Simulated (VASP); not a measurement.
# Pd (P6_3/mmc) in VASP: a series of runs

The runs below take Pd through single point, relaxation of cell and atoms, with PBE.

Program: VASP 6.6.1. These are calculated values, not measurements. Logs are shortened: lines on timing, memory, paths and dates and some standing lists are left out, and cuts for length are marked.

## Step 1: The cell of the first run

The structure is hexagonal, space group P6_3/mmc (No. 194). The conventional cell has a = 2.767 Å, b = 2.767 Å, c = 4.646 Å, α = 90.00°, β = 90.00°, γ = 120.00°. Pd (site symmetry -6m2) has 12 Pd at 2.77 to 2.82 Å within 3.6 Å.

This isn't the form of Pd at room conditions, which is fcc.

## Step 2: Single point, PBE

The input, INCAR:

```
ALGO = Fast
EDIFF = 1E-6
ENCUT = 520
GGA = PE
ISIF = 2
ISMEAR = 0
LASPH = T
LCHARG = F
LREAL = F
LWAVE = F
NBANDS = 17
NELM = 100
PREC = Accurate
SIGMA = 0.1
```

The input, KPOINTS:

```
k-points
0
Gamma
  18 18 10
```

The input, POSCAR:

```
Pd
1.0
    2.7669447521     -0.0000002902      0.0000000000
   -1.3834721248      2.3962445913      0.0000000000
    0.0000000000      0.0000000000      4.6455458531
Pd
2
Direct
    0.0000000000      0.0000000000      0.0000000000
    0.3333333333      0.6666666667      0.5000000000
```

Potentials or basis: VASP PAW PBE potentials, release 64 (Pd).

On the command line:

```bash
cat potpaw_PBE.64/Pd/POTCAR > POTCAR
mpirun -np 1 vasp_std > vasp.out
```

OUTCAR:

```text
EDIFF = 1E-6
   ENCUT = 520
   GGA = PE
   ISIF = 2
   ISMEAR = 0
   LASPH = T
   LREAL = F
   NELM = 100
   PREC = Accurate

 ion  position               nearest neighbor table
   1  0.000  0.000  0.000-   2 2.82   2 2.82   2 2.82   2 2.82   2 2.82   2 2.82
   2  0.333  0.667  0.500-   1 2.82   1 2.82   1 2.82   1 2.82   1 2.82   1 2.82

  LATTYP: Found a hexagonal cell.
 ALAT       =     2.7669447521
 C/A-ratio  =     1.6789442036

  Lattice vectors:

 A1 = (   2.7669447521,  -0.0000002902,   0.0000000000)
 A2 = (  -1.3834721248,   2.3962445913,   0.0000000000)
 A3 = (   0.0000000000,   0.0000000000,   4.6455458531)

Analysis of symmetry for initial positions (statically):
=====================================================================
 Subroutine PRICEL returns:
 Original cell was already a primitive cell.

 Routine SETGRP: Setting up the symmetry group for a
 hexagonal supercell.

 Subroutine GETGRP returns: Found 24 space group operations
 (whereof 12 operations were pure point group operations)
 out of a pool of 24 trial point group operations.

The static configuration has the point symmetry D_3h.
 The point group associated with its full space group is D_6h.

Analysis of symmetry for dynamics (positions and initial velocities):
=====================================================================
 Subroutine PRICEL returns:
 Original cell was already a primitive cell.

 Routine SETGRP: Setting up the symmetry group for a
 hexagonal supercell.

 Subroutine GETGRP returns: Found 24 space group operations
 (whereof 12 operations were pure point group operations)
 out of a pool of 24 trial point group operations.

The dynamic configuration has the point symmetry D_3h.
 The point group associated with its full space group is D_6h.

 Subroutine INISYM returns: Found 24 space group operations
 (whereof 12 operations are pure point group operations),
 and found     1 'primitive' translations

----------------------------------------------------------------------------------------

                                     Primitive cell

  volume of cell :      30.8013

  direct lattice vectors                    reciprocal lattice vectors
     2.766944752 -0.000000290  0.000000000     0.361409479  0.208659809  0.000000000
    -1.383472125  2.396244591  0.000000000     0.000000044  0.417319694  0.000000000
     0.000000000  0.000000000  4.645545853     0.000000000  0.000000000  0.215259957

  length of vectors
     2.766944752  2.766944752  4.645545853     0.417319694  0.417319694  0.215259957

  position of ions in fractional coordinates (direct lattice)
     0.000000000  0.000000000  0.000000000
     0.333333333  0.666666667  0.500000000

  ion indices of the primitive-cell ions
   primitive index   ion index
                 1           1
                 2           2

----------------------------------------------------------------------------------------

 KPOINTS: k-points

Automatic generation of k-mesh.
 Grid dimensions read from file:
 generate k-points for:   18   18   10

 Generating k-lattice:

  Cartesian coordinates                     Fractional coordinates (reciprocal lattice)
     0.020078304  0.011592212  0.000000000     0.055555556  0.000000000  0.000000000
     0.000000002  0.023184427  0.000000000     0.000000000  0.055555556  0.000000000
     0.000000000  0.000000000  0.021525996     0.000000000  0.000000000  0.100000000

  Length of vectors
     0.023184427  0.023184427  0.021525996

  Shift w.r.t. Gamma in fractional coordinates (k-lattice)
     0.000000000  0.000000000  0.000000000

 Subroutine IBZKPT returns following result:
 ===========================================

 Found    222 irreducible k-points:

 Following reciprocal coordinates:
            Coordinates               Weight
  0.000000  0.000000  0.000000      1.000000
  0.055556 -0.000000  0.000000      6.000000
  0.111111 -0.000000  0.000000      6.000000
  0.166667 -0.000000  0.000000      6.000000
  0.222222 -0.000000  0.000000      6.000000
  0.277778 -0.000000  0.000000      6.000000
[... 16 lines left out ...]
  0.333333  0.111111  0.000000     12.000000
  0.388889  0.111111  0.000000     12.000000
 [... further k-points ...]
   k-points           NKPTS =    222   k-points in BZ     NKDIM =    222   number of bands    NBANDS=     17
   number of dos      NEDOS =    301   number of ions     NIONS =      2
   total plane-waves  NPLWV =  20736
   dimension x,y,z NGX =    24 NGY =   24 NGZ =   36
   dimension x,y,z NGXF=    48 NGYF=   48 NGZF=   72
   ions per type =               2
   NGX,Y,Z   is equivalent  to a cutoff of  14.42, 14.42, 12.88 a.u.
   NGXF,Y,Z  is equivalent  to a cutoff of  28.84, 28.84, 25.77 a.u.
 SYSTEM =  unknown system
   PREC   = accura    normal or accurate (medium, high low for compatibility)
   ISTART =      0    job   : 0-new  1-cont  2-samecut
   ICHARG =      2    charge: 1-file 2-atom 10-const
   ISPIN  =      1    spin polarized calculation?
   LNONCOLLINEAR =      F non collinear calculations
   LSORBIT =      F    spin-orbit coupling
   LASPH  =      T    aspherical Exc in radial PAW
   ENCUT  =  520.0 eV  38.22 Ry    6.18 a.u.   5.14  5.14  8.64*2*pi/ulx,y,z
   NELM   =    100;   NELMIN=  2; NELMDL= -5     # of ELM steps
   EDIFF  = 0.1E-05   stopping-criterion for ELM
   LREAL  =      F    real-space projection
   EDIFFG = 0.1E-04   stopping-criterion for IOM
   NSW    =      0    number of steps for IOM
   IBRION =     -1    ionic relax: 0-MD 1-quasi-New 2-CG
   NFREE  =      0    steps in history (QN), initial steepest desc. (CG)
   ISIF   =      2    stress and relaxation
   ISYM   =      2    0-nonsym 1-usesym 2-fastsym
   POTIM  = 0.5000    time-step for ionic-motion
   TEBEG  =    0.0;   TEEND  =   0.0 temperature during run
   PSTRESS=    0.0 pullay stress
   NELECT =      20.0000    total number of electrons
   NUPDOWN=      -1.0000    fix difference up-down
   EMIN   =  10.00;   EMAX   =-10.00  energy-range for DOS
   EFERMI =   0.00;   METHOD = LEGACY
   ISMEAR =     0;   SIGMA  =   0.10  broadening in eV -4-tet -1-fermi 0-gaus
   EFERMI_NEDOS =   21; number of points for ismear=-14 and -15
   IALGO  =     68    algorithm
   IMIX   =      4    mixing-type and parameters
     AMIX     =   0.40;   BMIX     =  1.00
     AMIX_MAG =   1.60;   BMIX_MAG =  1.00
  volume/ion in A,a.u.               =      15.40       103.93
  Fermi-wavevector in a.u.,A,eV,Ry     =   1.417627  2.678927 27.343179  2.009667
  Thomas-Fermi vector in A             =   2.538838
   LORBIT       =      0    0 simple, 1 ext, 2 COOP (PROOUT), +10 PAW based schemes
   GGA     = PE    functional components
   LHFCALC =     F    Hartree Fock is set to
   AEXX    =    0.0000 exact exchange contribution
   IVDW    =     0    specifies the selected vdW correction
   LEPSILON=     F    determine dielectric tensor
   LRPA    =     F    only Hartree local field effects (RPA)
 non-spin polarized calculation
 RMM-DIIS sequential band-by-band and
 Gauss-broadening in eV      SIGMA  =   0.10
  energy-cutoff  :      520.00
  volume of cell :       30.80
 maximum number of plane-waves:       845
 NGX is ok and might be reduce to    24

 number of electron      20.0000006 magnetization

 Free energy of the ion-electron system (eV)
  ---------------------------------------------------
  ext. energy  EPLUGINS =         0.00000000
  ---------------------------------------------------
  free energy    TOTEN  =       -10.38317435 eV

  energy without entropy =      -10.35438722  energy(sigma->0) =      -10.36878079

 E-fermi :   9.0754     XC(G=0): -12.9140

 val. band max:        9.0741176011   @ k =   0.4444   0.0556   0.0000
 cond. band min:       9.0760956099   @ k =   0.3333   0.1667   0.5000
 fundamental gap:      0.0019780088
 Fermi energy:         9.0754080430

 k-point     1 :       0.0000    0.0000    0.0000
  band No.  band energies     occupation
      1       2.2613      2.00000
      2       4.0859      2.00000
      3       6.2808      2.00000
      4       6.5098      2.00000
      5       6.5098      2.00000
      6       6.8290      2.00000
[... 9 lines left out ...]
     16      28.5596      0.00000
     17      31.0929      0.00000

 k-point     2 :       0.0556   -0.0000    0.0000
  band No.  band energies     occupation
      1       2.3600      2.00000
      2       4.1574      2.00000
      3       6.2325      2.00000
      4       6.5480      2.00000
      5       6.5747      2.00000
      6       6.7957      2.00000
[... 9 lines left out ...]
     16      28.4689      0.00000
     17      30.3608      0.00000

 k-point     3 :       0.1111   -0.0000    0.0000
  band No.  band energies     occupation
      1       2.6477      2.00000
      2       4.3540      2.00000
      3       6.1036      2.00000
      4       6.6182      2.00000
      5       6.7595      2.00000
      6       6.7653      2.00000
[... 9 lines left out ...]
     16      28.0485      0.00000
     17      29.0294      0.00000

 k-point     4 :       0.1667   -0.0000    0.0000
  band No.  band energies     occupation
      1       3.0945      2.00000
      2       4.6091      2.00000
      3       5.9617      2.00000
      4       6.5260      2.00000
      5       6.6619      2.00000
      6       6.9626      2.00000
[... 9 lines left out ...]
     16      27.8565      0.00000
     17      28.4221      0.00000
[... 343 lines left out ...]
      1       4.6739      2.00000
      2       4.8192      2.00000
      3       5.1972      2.00000
      4       6.1525      2.00000
      5       6.5126      2.00000
      6       6.6861      2.00000
[... 9 lines left out ...]
     16      25.0432      0.00000
     17      26.0959      0.00000

 k-point    23 :       0.3333    0.1111    0.0000
  band No.  band energies     occupation
      1       4.5830      2.00000
      2       4.8299      2.00000
      3       4.9381      2.00000
      4       6.4619      2.00000
      5       6.6010      2.00000
      6       6.8866      2.00000
[... 9 lines left out ...]
     16      23.9780      0.00000
     17      24.2339      0.00000

 k-point    24 :       0.3889    0.1111    0.0000
  band No.  band energies     occupation
      1       4.4750      2.00000
      2       4.7802      2.00000
      3       4.8229      2.00000
      4       6.4599      2.00000
      5       6.7389      2.00000
      6       6.9481      2.00000
[... 9 lines left out ...]
     16      22.6753      0.00000
     17      23.0298      0.00000

 [... further k-points ...]
[... 5 lines left out ...]
  --------------------------------------------------------------------------------------
  -------------------------------------------------------------------------------------
  Total       -0.0552518     -0.0552518     -0.0716585      0.0000000      0.0000000      0.0000000
  in kB       -2.8740124     -2.8740124     -3.7274312      0.0000000      0.0000000      0.0000000
  external PRESSURE =      -3.1584854 kB  Pullay stress =       0.0000000 kB

 VOLUME and BASIS-vectors are now :
 -----------------------------------------------------------------------------
  energy-cutoff  :      520.00
  volume of cell :       30.80
      direct lattice vectors                 reciprocal lattice vectors
     2.766944752 -0.000000290  0.000000000     0.361409479  0.208659809  0.000000000
    -1.383472125  2.396244591  0.000000000     0.000000044  0.417319694  0.000000000
     0.000000000  0.000000000  4.645545853     0.000000000  0.000000000  0.215259957

 POSITION                                       TOTAL-FORCE (eV/Angst)
 -----------------------------------------------------------------------------------
      0.00000      0.00000      0.00000         0.000000      0.000000      0.000000
      0.00000      1.59750      2.32277        -0.000000     -0.000000      0.000000
 -----------------------------------------------------------------------------------
    total drift:                                0.000000     -0.000000     -0.000000

  FREE ENERGIE OF THE ION-ELECTRON SYSTEM (eV)
  ---------------------------------------------------
  free  energy   TOTEN  =       -10.3831743471 eV

  energy  without entropy=      -10.3543872235  energy(sigma->0) =      -10.36878079
```

It took 2.7 min on 1 thread of Intel Xeon 8259CL, shared host; peak memory 0.22 GiB.

What came out:

- Free energy: -10.3832 eV
- Pressure: -0.3 GPa
- Band gap on the k mesh: zero (bands 10 and 11 overlap by 0.86 eV)

Stress tensor (GPa, compression positive):
```
-0.29  0.00  0.00
 0.00 -0.29  0.00
 0.00  0.00 -0.37
```

## Step 3: Single point, PBE

This run uses another cell than the first one: it holds 4 atoms, not 2.

The input, INCAR:

```
SYSTEM = Pd
PREC     = Accurate       ! precision mode
ENCUT    = 520            ! plane-wave cutoff, eV
EDIFF    = 1E-7           ! SCF threshold, eV
ISMEAR   = 0              ! smearing method
SIGMA    = 0.1            ! smearing width, eV
LREAL    = .FALSE.        ! projectors in reciprocal space
LASPH    = .TRUE.         ! aspherical terms in the spheres
NELM     = 100            ! most SCF steps
ALGO     = Fast           ! electronic algorithm
ISIF     = 2              ! what is computed and relaxed
LWAVE    = .FALSE.        ! write WAVECAR
LCHARG   = .FALSE.        ! write CHGCAR
GGA      = PE             ! functional
NBANDS   = 28             ! bands
```

The input, KPOINTS:

```
Automatic mesh
0
G
  18 18 5
  0 0 0
```

The input, POSCAR:

```
Pd
1.0
    2.7795188708      0.0000000000      0.0000000000
   -1.3897594354      2.4071339524      0.0000000000
    0.0000000000      0.0000000000      9.1790904222
Pd
4
Direct
    0.0000000000      0.0000000000      0.0000000000
    0.3333333333      0.6666666667      0.2500000000
    0.0000000000      0.0000000000      0.5000000000
    0.6666666667      0.3333333333      0.7500000000
```

Potentials or basis: VASP PAW PBE potentials, release 64 (Pd).

On the command line:

```bash
cat potpaw_PBE.64/Pd/POTCAR > POTCAR
mpirun -np 1 vasp_std > vasp.out
```

It took 5.5 min on 1 thread of Intel Xeon 8259CL, shared host; peak memory 0.29 GiB.

Results (log left out):

```yaml
Free_energy: -20.8386 eV
Pressure: -0.3 GPa
Band_gap_on_the_k_mesh: zero (bands 20 and 21 overlap by 0.88 eV)
```

Levels at points of the mesh, in eV from the Fermi level:
```csv
k point,band 18,band 19,band 20,band 21,band 22,band 23
"(0.00, 0.00, 0.00)",-0.99,-0.99,-0.66,-0.66,-0.12,-0.12
"(0.50, 0.00, 0.00)",0.16,0.18,0.19,1.52,2.45,3.65
```

## Step 4: Relaxation of cell and atoms, PBE

This run uses another cell than the first one, of 14.75 Å³/atom.

The input, INCAR:

```
PREC = Accurate ; ENCUT = 600
EDIFF = 1E-6 ; ISMEAR = 0
SIGMA = 0.1 ; LREAL = False
LASPH = True ; NELM = 100
ALGO = Fast ; ISIF = 3
LWAVE = False ; LCHARG = False
GGA = PE ; IBRION = 2
NSW = 100 ; EDIFFG = -0.005
```

The input, KPOINTS:

```
regular mesh
0
Gamma
  18 18 10
```

The input, POSCAR:

```
Pd
1.0
    2.7527670000      0.0000000000      0.0000000000
   -1.3763830000      2.3839660000      0.0000000000
    0.0000000000      0.0000000000      4.4952490000
Pd
2
Direct
    0.0000000000      0.0000000000      0.0000000000
    0.3333333300      0.6666666700      0.5000000000
```

On the command line:

```bash
cat potpaw_PBE.64/Pd/POTCAR > POTCAR
mpirun -np 1 vasp_std > vasp.out
```

It took 5.6 min on 1 thread of Intel Xeon 8259CL, shared host; peak memory 0.25 GiB.

Results (log left out):

```
Free energy                           : -10.3825 eV
Relaxed volume                        : 15.37 Å³/atom
Relaxed cell                          : a = 2.766 Å, b = 2.766 Å, c = 4.640 Å, α = 90.00°, β = 90.00°, γ = 120.00°
Space group after relaxing (to 0.1 Å) : P6_3/mmc (No. 194)
Energy gained by relaxing             : 17.2 meV/atom
Ionic steps                           : 6
Pressure after relaxing               : 0.0 GPa
Band gap on the k mesh                : zero (bands 10 and 11 overlap by 0.86 eV)
```

The path:
```csv
step,energy change (eV),largest force (eV/Å),pressure (GPa),volume (Å³)
1,0.0000,0.0000,7.79,29.50
2,0.0219,0.0000,-8.56,32.66
3,-0.0310,0.0000,-0.26,30.80
4,-0.0336,0.0000,-0.16,30.77
5,-0.0343,0.0000,-0.04,30.75
6,-0.0344,0.0000,0.01,30.74
```

Final structure:
```
Pd
1.0
     2.76568    0.00000    0.00000
    -1.38284    2.39515    0.00000
     0.00000    0.00000    4.63989
Pd
2
Direct
  0.00000 0.00000 0.00000
  0.33333 0.66667 0.50000
```

Levels at points of the mesh, in eV from the Fermi level:
| k point | band 8 | band 9 | band 10 | band 11 | band 12 | band 13 |
| --- | --- | --- | --- | --- | --- | --- |
| (0.00, 0.00, 0.00) | -1.53 | -1.53 | -0.22 | -0.22 | 0.89 | 6.61 |
| (0.50, 0.00, 0.00) | 0.01 | 0.03 | 0.21 | 2.58 | 4.46 | 9.44 |
| (0.00, 0.00, 0.50) | -2.60 | -0.65 | -0.65 | -0.65 | -0.65 | 13.62 |
| (0.50, 0.00, 0.50) | -0.43 | 0.14 | 0.14 | 2.67 | 2.67 | 8.00 |

## Step 5: Single point, PBE

This run uses another cell than the first one: it holds 6 atoms, not 2.

The input, INCAR:

```
ALGO     = Fast           # electronic algorithm
EDIFF    = 1E-7           # SCF threshold, eV
ENCUT    = 520            # plane-wave cutoff, eV
GGA      = PE             # functional
ISIF     = 2              # what is computed and relaxed
ISMEAR   = 0              # smearing method
LASPH    = True           # aspherical terms in the spheres
LCHARG   = False          # write CHGCAR
LREAL    = False          # projectors in reciprocal space
LWAVE    = False          # write WAVECAR
NBANDS   = 39             # bands
NELM     = 80             # most SCF steps
PREC     = Accurate       # precision mode
SIGMA    = 0.1            # smearing width, eV
```

The input, KPOINTS:

```
k-points
0
Gamma
  18 18 4
```

The input, POSCAR:

```
Pd
1.0
    2.7821393340      0.0000000000      0.0000000000
   -1.3910696670      2.4094033401      0.0000000000
    0.0000000000      0.0000000000     13.7310617491
Pd
6
Direct
    0.0000000000      0.0000000000      0.0000000000
    0.3333333333      0.6666666667      0.1670349499
    0.6666666667      0.3333333333      0.3329650501
    0.0000000000      0.0000000000      0.5000000000
    0.6666666667      0.3333333333      0.6670349499
    0.3333333333      0.6666666667      0.8329650501
```

On the command line:

```bash
cat potpaw_PBE.64/Pd/POTCAR > POTCAR
mpirun -np 1 vasp_std > vasp.out
```

Run time: 9.6 min. Hardware: 1 thread of Intel Xeon 8259CL, shared host; peak memory 0.43 GiB.

It converged, with:

```yaml
Free_energy: -31.2905 eV
Pressure: -0.3 GPa
Band_gap_on_the_k_mesh: zero (bands 30 and 31 overlap by 0.93 eV)
```

Levels at points of the mesh, in eV from the Fermi level:
```tsv
k point	band 27	band 28	band 29	band 30	band 31	band 32	band 33	band 34
(0.00, 0.00, 0.00)	-1.29	-1.01	-1.01	-0.61	-0.61	-0.44	-0.44	-0.10
(0.50, 0.00, 0.00)	0.03	0.11	0.18	0.20	1.64	2.48	3.03	3.24
(0.00, 0.00, 0.50)	-0.87	-0.87	-0.87	-0.87	-0.21	-0.21	-0.21	-0.21
(0.50, 0.00, 0.50)	0.08	0.08	0.18	0.18	1.85	1.85	3.30	3.30
```

## Step 6: The runs side by side

```tsv
task	cell	k mesh	cutoff (eV)	gap on the mesh (eV)	pressure (GPa)
single point	a = 2.767, b = 2.767, c = 4.646 Å, angles 90.0, 90.0, 120.0°, 2 atoms, atomic positions A	18 × 18 × 10	520	none	-0.3
single point	a = 2.780, b = 2.780, c = 9.179 Å, angles 90.0, 90.0, 120.0°, 4 atoms, atomic positions B	18 × 18 × 5	520	none	-0.3
relaxation of cell and atoms	relaxed from a = 2.753, b = 2.753, c = 4.495 Å, angles 90.0, 90.0, 120.0°, 2 atoms, atomic positions A	18 × 18 × 10	600	none	0.0
single point	a = 2.782, b = 2.782, c = 13.731 Å, angles 90.0, 90.0, 120.0°, 6 atoms, atomic positions C	18 × 18 × 4	520	none	-0.3
```

Alike in all rows: level PBE; potentials or basis VASP PAW PBE potentials, release 64 (Pd); no spin polarisation; smearing gaussian 0.1 eV.

Absolute energies hang on the potentials; compare differences alone.
